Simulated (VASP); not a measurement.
# NaB (Fm-3m) in VASP: further runs, part 2 of 2

VASP 6.6.1. The steps go on from the part before.

### 5 Single point, PBE

Contents of INCAR:

```
SYSTEM = NaB
ALGO = Normal ; EDIFF = 1E-6
ENCUT = 500 ; GGA = PE
GGA_COMPAT = .False. ; ISIF = 2
ISMEAR = 1 ; LASPH = .True.
LCHARG = .True. ; LELF = .True.
LREAL = .False. ; LVHAR = .True.
LWAVE = .False. ; NBANDS = 12
NELM = 120 ; PREC = Accurate
SIGMA = 0.05
```

Contents of KPOINTS:

```
k-points
0
Gamma
  9 9 9
  0 0 0
```

Contents of POSCAR:

```
NaB
1.0
    0.0000000000      2.6838690000      2.6838690000
    2.6838690000      0.0000000000      2.6838690000
    2.6838690000      2.6838690000      0.0000000000
Na B
1 1
Direct
    0.0000000000      0.0000000000      0.0000000000
    0.5000000000      0.5000000000      0.5000000000
```

Potentials or basis: VASP PAW PBE potentials, release 64 (Na_pv, B).

Command:

```console
> cat potpaw_PBE.64/Na_pv/POTCAR potpaw_PBE.64/B/POTCAR > POTCAR
> mpirun -np 1 vasp_std > vasp.out
```

OUTCAR:

```text
SYSTEM = NaB
   EDIFF = 1E-6
   ENCUT = 500
   GGA = PE
   ISIF = 2
   ISMEAR = 1
   LASPH = .True.
   LREAL = .False.
   NELM = 120
   PREC = Accurate

 ion  position               nearest neighbor table
   1  0.000  0.000  0.000-
   2  0.500  0.500  0.500-

  LATTYP: Found a face centered cubic cell.
 ALAT       =     5.3677380000

  Lattice vectors:

 A1 = (   0.0000000000,   2.6838690000,   2.6838690000)
 A2 = (   2.6838690000,   0.0000000000,   2.6838690000)
 A3 = (   2.6838690000,   2.6838690000,   0.0000000000)

Analysis of symmetry for initial positions (statically):
=====================================================================
 Subroutine PRICEL returns:
 Original cell was already a primitive cell.

 Routine SETGRP: Setting up the symmetry group for a
 face centered cubic supercell.

 Subroutine GETGRP returns: Found 48 space group operations
 (whereof 48 operations were pure point group operations)
 out of a pool of 48 trial point group operations.

The static configuration has the point symmetry O_h .

Analysis of symmetry for dynamics (positions and initial velocities):
=====================================================================
 Subroutine PRICEL returns:
 Original cell was already a primitive cell.

 Routine SETGRP: Setting up the symmetry group for a
 face centered cubic supercell.

 Subroutine GETGRP returns: Found 48 space group operations
 (whereof 48 operations were pure point group operations)
 out of a pool of 48 trial point group operations.

The dynamic configuration has the point symmetry O_h .

 Subroutine INISYM returns: Found 48 space group operations
 (whereof 48 operations are pure point group operations),
 and found     1 'primitive' translations

----------------------------------------------------------------------------------------

                                     Primitive cell

[... 118 lines left out ...]
   IVDW    =     0    specifies the selected vdW correction
   LEPSILON=     F    determine dielectric tensor
   LRPA    =     F    only Hartree local field effects (RPA)
 non-spin polarized calculation
 Methfessel and Paxton  Order N= 1 SIGMA  =   0.05
  energy-cutoff  :      500.00
  volume of cell :       38.66
 maximum number of plane-waves:      1002
   NGX = 13   NGY = 13   NGZ = 13

 number of electron      10.0000000 magnetization

 number of electron       9.9999996 magnetization

 Free energy of the ion-electron system (eV)
  ---------------------------------------------------
  ext. energy  EPLUGINS =         0.00000000
  ---------------------------------------------------
  free energy    TOTEN  =        -4.30486855 eV

  energy without entropy =       -4.30426820  energy(sigma->0) =       -4.30466843

 E-fermi :   0.7368     XC(G=0):  -8.3203

 val. band max:        0.7356815705   @ k =  -0.4444   0.3333   0.0000
 cond. band min:       0.7997067968   @ k =  -0.2222   0.3333   0.1111
 fundamental gap:      0.0640252263
 Fermi energy:         0.7368038268

 k-point     1 :       0.0000    0.0000    0.0000
  band No.  band energies     occupation
      1     -22.2782      2.00000
      2     -22.2782      2.00000
      3     -22.2782      2.00000
      4      -6.4073      2.00000
      5       3.1287      0.00000
      6       3.1287      0.00000
      7       3.1287      0.00000
      8       8.1770      0.00000
      9      10.9941      0.00000
     10      10.9941      0.00000
     11      10.9941      0.00000
     12      13.2376      0.00000
[... 331 lines left out ...]
 k-point    24 :       0.4444    0.4444    0.0000
  band No.  band energies     occupation
      1     -22.3136      2.00000
      2     -22.2921      2.00000
      3     -22.2921      2.00000
      4      -4.1432      2.00000
      5      -0.5326      2.00000
      6       1.7737      0.00000
      7       1.7737      0.00000
      8       6.8760      0.00000
      9       7.7544      0.00000
     10      12.1599      0.00000
     11      14.9170      0.00000
     12      14.9170      0.00000

 [... further k-points ...]

------------------------ aborting loop because EDIFF is reached ----------------------------------------

  FORCE on cell =-STRESS in cart. coord.  units (eV):
  Direction    XX          YY          ZZ          XY          YZ          ZX
  --------------------------------------------------------------------------------------
  -------------------------------------------------------------------------------------
  Total        0.0359313      0.0359313      0.0359313      0.0000000      0.0000000      0.0000000
  in kB        1.4889137      1.4889137      1.4889137      0.0000000      0.0000000      0.0000000
  external PRESSURE =       1.4889137 kB  Pullay stress =       0.0000000 kB

 VOLUME and BASIS-vectors are now :
 -----------------------------------------------------------------------------
  energy-cutoff  :      500.00
  volume of cell :       38.66
      direct lattice vectors                 reciprocal lattice vectors
     0.000000000  2.683869000  2.683869000    -0.186298214  0.186298214  0.186298214
     2.683869000  0.000000000  2.683869000     0.186298214 -0.186298214  0.186298214
     2.683869000  2.683869000  0.000000000     0.186298214  0.186298214 -0.186298214

 POSITION                                       TOTAL-FORCE (eV/Angst)
 -----------------------------------------------------------------------------------
      0.00000      0.00000      0.00000         0.000000     -0.000000      0.000000
      2.68387      2.68387      2.68387        -0.000000      0.000000     -0.000000
 -----------------------------------------------------------------------------------
    total drift:                               -0.000000      0.000000      0.000000

  FREE ENERGIE OF THE ION-ELECTRON SYSTEM (eV)
  ---------------------------------------------------
  free  energy   TOTEN  =        -4.3048685505 eV

  energy  without entropy=       -4.3042681995  energy(sigma->0) =       -4.30466843
```

stdout:

```text
POSCAR found type information on POSCAR NaB
 POSCAR found :  2 types and       2 ions
 scaLAPACK will be used
 LDA part: xc-table for (Slater+PW92), standard interpolation
 POSCAR, INCAR and KPOINTS ok, starting setup
 FFT: planning ... GRIDC
 FFT: planning ... GRID_SOFT
 FFT: planning ... GRID
 WAVECAR not read
 entering main loop
```

It took 12 s on 1 thread of Intel Xeon Platinum 8375C at 2.90GHz (Ice Lake), shared host; peak memory 0.15 GiB.

What came out:

```yaml
Free_energy: -4.3049 eV
Pressure: 0.1 GPa
Band_gap_on_the_k_mesh: zero (band 5 reaches 3.13 eV, above the bottom of band 6 at 0.14 eV)
```

### 6 Single point, PBE

Contents of INCAR:

```
SYSTEM = NaB
PREC = Accurate
ENCUT = 500
EDIFF = 1E-6
ISMEAR = 1
SIGMA = 0.025
LREAL = .False.
LASPH = .True.
NELM = 120
ALGO = Normal
ISIF = 2
LWAVE = .False.
LCHARG = .True.
GGA = PE
LELF = .True.
LVHAR = .True.
NBANDS = 12
GGA_COMPAT = .False.
```

Contents of KPOINTS:

```
Automatic mesh
0
Gamma
  9 9 9
  0 0 0
```

POSCAR is that of step 5.

Potentials or basis: VASP PAW PBE potentials, release 64 (Na_pv, B).

Command:

```console
> cat potpaw_PBE.64/Na_pv/POTCAR potpaw_PBE.64/B/POTCAR > POTCAR
> mpirun -np 1 vasp_std > vasp.out
```

OUTCAR:

```text
SYSTEM = NaB
   PREC = Accurate
   ENCUT = 500
   EDIFF = 1E-6
   ISMEAR = 1
   LREAL = .False.
   LASPH = .True.
   NELM = 120
   ISIF = 2
   GGA = PE

 ion  position               nearest neighbor table
   1  0.000  0.000  0.000-
   2  0.500  0.500  0.500-

  LATTYP: Found a face centered cubic cell.
 ALAT       =     5.3677380000

  Lattice vectors:

 A1 = (   0.0000000000,   2.6838690000,   2.6838690000)
 A2 = (   2.6838690000,   0.0000000000,   2.6838690000)
 A3 = (   2.6838690000,   2.6838690000,   0.0000000000)

Analysis of symmetry for initial positions (statically):
=====================================================================
 Subroutine PRICEL returns:
 Original cell was already a primitive cell.

 Routine SETGRP: Setting up the symmetry group for a
 face centered cubic supercell.

 Subroutine GETGRP returns: Found 48 space group operations
 (whereof 48 operations were pure point group operations)
 out of a pool of 48 trial point group operations.

The static configuration has the point symmetry O_h .

Analysis of symmetry for dynamics (positions and initial velocities):
=====================================================================
 Subroutine PRICEL returns:
 Original cell was already a primitive cell.

 Routine SETGRP: Setting up the symmetry group for a
 face centered cubic supercell.

 Subroutine GETGRP returns: Found 48 space group operations
 (whereof 48 operations were pure point group operations)
 out of a pool of 48 trial point group operations.

The dynamic configuration has the point symmetry O_h .

 Subroutine INISYM returns: Found 48 space group operations
 (whereof 48 operations are pure point group operations),
 and found     1 'primitive' translations

----------------------------------------------------------------------------------------

                                     Primitive cell

  volume of cell :      38.6646

  direct lattice vectors                    reciprocal lattice vectors
     0.000000000  2.683869000  2.683869000    -0.186298214  0.186298214  0.186298214
     2.683869000  0.000000000  2.683869000     0.186298214 -0.186298214  0.186298214
     2.683869000  2.683869000  0.000000000     0.186298214  0.186298214 -0.186298214

  length of vectors
     3.795563939  3.795563939  3.795563939     0.322677971  0.322677971  0.322677971

  position of ions in fractional coordinates (direct lattice)
     0.000000000  0.000000000  0.000000000
     0.500000000  0.500000000  0.500000000

  ion indices of the primitive-cell ions
   primitive index   ion index
                 1           1
                 2           2

----------------------------------------------------------------------------------------

 KPOINTS: Automatic mesh

Automatic generation of k-mesh.
 Grid dimensions read from file:
 generate k-points for:    9    9    9

 Generating k-lattice:

  Cartesian coordinates                     Fractional coordinates (reciprocal lattice)
    -0.020699802  0.020699802  0.020699802     0.111111111  0.000000000  0.000000000
     0.020699802 -0.020699802  0.020699802     0.000000000  0.111111111  0.000000000
     0.020699802  0.020699802 -0.020699802     0.000000000  0.000000000  0.111111111

[... 38 lines left out ...]
   k-points           NKPTS =     35   k-points in BZ     NKDIM =     35   number of bands    NBANDS=     12
   number of dos      NEDOS =    301   number of ions     NIONS =      2
   total plane-waves  NPLWV =  21952
   dimension x,y,z NGX =    28 NGY =   28 NGZ =   28
   dimension x,y,z NGXF=    56 NGYF=   56 NGZF=   56
   ions per type =               1   1
   NGX,Y,Z   is equivalent  to a cutoff of  12.26, 12.26, 12.26 a.u.
   NGXF,Y,Z  is equivalent  to a cutoff of  24.53, 24.53, 24.53 a.u.
 SYSTEM =  NaB
   PREC   = accura    normal or accurate (medium, high low for compatibility)
   ISTART =      0    job   : 0-new  1-cont  2-samecut
   ICHARG =      2    charge: 1-file 2-atom 10-const
   ISPIN  =      1    spin polarized calculation?
   LNONCOLLINEAR =      F non collinear calculations
   LSORBIT =      F    spin-orbit coupling
   LASPH  =      T    aspherical Exc in radial PAW
   ENCUT  =  500.0 eV  36.75 Ry    6.06 a.u.   6.92  6.92  6.92*2*pi/ulx,y,z
   NELM   =    120;   NELMIN=  2; NELMDL= -5     # of ELM steps
   EDIFF  = 0.1E-05   stopping-criterion for ELM
   LREAL  =      F    real-space projection
   EDIFFG = 0.1E-04   stopping-criterion for IOM
   NSW    =      0    number of steps for IOM
   IBRION =     -1    ionic relax: 0-MD 1-quasi-New 2-CG
   NFREE  =      0    steps in history (QN), initial steepest desc. (CG)
   ISIF   =      2    stress and relaxation
   ISYM   =      2    0-nonsym 1-usesym 2-fastsym
   POTIM  = 0.5000    time-step for ionic-motion
   TEBEG  =    0.0;   TEEND  =   0.0 temperature during run
   PSTRESS=    0.0 pullay stress
   NELECT =      10.0000    total number of electrons
   NUPDOWN=      -1.0000    fix difference up-down
   EMIN   =  10.00;   EMAX   =-10.00  energy-range for DOS
   EFERMI =   0.00;   METHOD = LEGACY
   ISMEAR =     1;   SIGMA  =   0.03  broadening in eV -4-tet -1-fermi 0-gaus
   EFERMI_NEDOS =   21; number of points for ismear=-14 and -15
   IALGO  =     38    algorithm
   IMIX   =      4    mixing-type and parameters
     AMIX     =   0.40;   BMIX     =  1.00
     AMIX_MAG =   1.60;   BMIX_MAG =  1.00
  volume/ion in A,a.u.               =      19.33       130.46
  Fermi-wavevector in a.u.,A,eV,Ry     =   1.043046  1.971071 14.802394  1.087945
  Thomas-Fermi vector in A             =   2.177738
   LORBIT       =      0    0 simple, 1 ext, 2 COOP (PROOUT), +10 PAW based schemes
   GGA     = PE    functional components
   LHFCALC =     F    Hartree Fock is set to
   AEXX    =    0.0000 exact exchange contribution
   IVDW    =     0    specifies the selected vdW correction
   LEPSILON=     F    determine dielectric tensor
   LRPA    =     F    only Hartree local field effects (RPA)
 non-spin polarized calculation
 Methfessel and Paxton  Order N= 1 SIGMA  =   0.03
  energy-cutoff  :      500.00
  volume of cell :       38.66
 maximum number of plane-waves:      1002
   NGX = 13   NGY = 13   NGZ = 13

 number of electron      10.0000000 magnetization

 number of electron       9.9999996 magnetization

 Free energy of the ion-electron system (eV)
  ---------------------------------------------------
  ext. energy  EPLUGINS =         0.00000000
  ---------------------------------------------------
  free energy    TOTEN  =        -4.30452763 eV

  energy without entropy =       -4.30416687  energy(sigma->0) =       -4.30440738

 E-fermi :   0.7335     XC(G=0):  -8.3201

 val. band max:        0.7238323329   @ k =   0.3333   0.2222   0.0000
 cond. band min:       0.7363188743   @ k =  -0.4444   0.3333   0.0000
 fundamental gap:      0.0124865414
 Fermi energy:         0.7335319432

 k-point     1 :       0.0000    0.0000    0.0000
  band No.  band energies     occupation
      1     -22.2791      2.00000
      2     -22.2791      2.00000
      3     -22.2791      2.00000
      4      -6.4066      2.00000
      5       3.1297      0.00000
      6       3.1297      0.00000
      7       3.1297      0.00000
      8       8.1775      0.00000
      9      10.9943      0.00000
     10      10.9943      0.00000
     11      10.9943      0.00000
     12      13.2374      0.00000
[... 331 lines left out ...]
 k-point    24 :       0.4444    0.4444    0.0000
  band No.  band energies     occupation
      1     -22.3144      2.00000
      2     -22.2929      2.00000
      3     -22.2929      2.00000
      4      -4.1423      2.00000
      5      -0.5321      2.00000
      6       1.7745      0.00000
      7       1.7745      0.00000
      8       6.8760      0.00000
      9       7.7546      0.00000
     10      12.1606      0.00000
     11      14.9175      0.00000
     12      14.9175      0.00000

 [... further k-points ...]

------------------------ aborting loop because EDIFF is reached ----------------------------------------

  FORCE on cell =-STRESS in cart. coord.  units (eV):
  Direction    XX          YY          ZZ          XY          YZ          ZX
  --------------------------------------------------------------------------------------
  -------------------------------------------------------------------------------------
  Total        0.0395402      0.0395402      0.0395402      0.0000000      0.0000000      0.0000000
  in kB        1.6384603      1.6384603      1.6384603      0.0000000      0.0000000      0.0000000
  external PRESSURE =       1.6384603 kB  Pullay stress =       0.0000000 kB

 VOLUME and BASIS-vectors are now :
 -----------------------------------------------------------------------------
  energy-cutoff  :      500.00
  volume of cell :       38.66
      direct lattice vectors                 reciprocal lattice vectors
     0.000000000  2.683869000  2.683869000    -0.186298214  0.186298214  0.186298214
     2.683869000  0.000000000  2.683869000     0.186298214 -0.186298214  0.186298214
     2.683869000  2.683869000  0.000000000     0.186298214  0.186298214 -0.186298214

 POSITION                                       TOTAL-FORCE (eV/Angst)
 -----------------------------------------------------------------------------------
      0.00000      0.00000      0.00000        -0.000000      0.000000      0.000000
      2.68387      2.68387      2.68387         0.000000     -0.000000     -0.000000
 -----------------------------------------------------------------------------------
    total drift:                               -0.000000      0.000000      0.000000

  FREE ENERGIE OF THE ION-ELECTRON SYSTEM (eV)
  ---------------------------------------------------
  free  energy   TOTEN  =        -4.3045276340 eV

  energy  without entropy=       -4.3041668663  energy(sigma->0) =       -4.30440738
```

OSZICAR:

```text
N       E                     dE             d eps       ncg     rms          rms(c)
DAV:   1     0.469393761490E+02    0.46939E+02   -0.53745E+03   844   0.797E+02
DAV:   2    -0.246944793784E+01   -0.49409E+02   -0.48209E+02   860   0.199E+02
DAV:   3    -0.430528650398E+01   -0.18358E+01   -0.18227E+01  1072   0.379E+01
DAV:   4    -0.432468019129E+01   -0.19394E-01   -0.19391E-01   888   0.398E+00
DAV:   5    -0.432489921409E+01   -0.21902E-03   -0.21902E-03  1040   0.440E-01    0.563E-01
DAV:   6    -0.430921836184E+01    0.15681E-01   -0.93156E-03  1052   0.735E-01    0.324E-01
DAV:   7    -0.430459751699E+01    0.46208E-02   -0.98147E-03  1096   0.698E-01    0.117E-01
DAV:   8    -0.430453493673E+01    0.62580E-04   -0.53852E-04   844   0.264E-01    0.161E-02
DAV:   9    -0.430452733315E+01    0.76036E-05   -0.21793E-05  1068   0.705E-02    0.584E-03
DAV:  10    -0.430452763401E+01   -0.30086E-06   -0.11537E-06   604   0.127E-02
   1 F= -.43045276E+01 E0= -.43044074E+01  d E =-.360768E-03
```

stdout:

```text
POSCAR found type information on POSCAR NaB
 POSCAR found :  2 types and       2 ions
 scaLAPACK will be used
 LDA part: xc-table for (Slater+PW92), standard interpolation
 POSCAR, INCAR and KPOINTS ok, starting setup
 FFT: planning ... GRIDC
 FFT: planning ... GRID_SOFT
 FFT: planning ... GRID
 WAVECAR not read
 entering main loop
```

Run time: 9.6 s. Hardware: 1 thread of Intel Xeon Platinum 8375C at 2.90GHz (Ice Lake), shared host; peak memory 0.15 GiB.

Results:

| Item | Value |
| --- | --- |
| Free energy | -4.3045 eV |
| Pressure | 0.2 GPa |
| Band gap on the k mesh | zero (band 5 reaches 3.13 eV, above the bottom of band 6 at 0.14 eV) |

Levels at points of the mesh, in eV from the Fermi level:
| k point | band 3 | band 4 | band 5 | band 6 | band 7 | band 8 |
| --- | --- | --- | --- | --- | --- | --- |
| (0.00, 0.00, 0.00) | -23.01 | -7.14 | 2.40 | 2.40 | 2.40 | 7.44 |

### 7 The runs side by side

| smearing | gap on the mesh (eV) | pressure (GPa) |
| --- | --- | --- |
| methfessel-paxton 0.25 eV | none | 0.1 |
| methfessel-paxton 0.15 eV | none | 0.1 |
| methfessel-paxton 0.1 eV | none | 0.1 |
| methfessel-paxton 0.05 eV | none | 0.1 |
| methfessel-paxton 0.025 eV | none | 0.2 |

Alike in all rows: task single point; level PBE; potentials or basis VASP PAW PBE potentials, release 64 (Na_pv, B); no spin polarisation; cell as given; k mesh 9 × 9 × 9; cutoff (eV) 500.

Every run on the cell as given and a fine mesh finds a metal.

Total energies depend on the potentials used, so only differences within one code and one set of settings carry meaning.
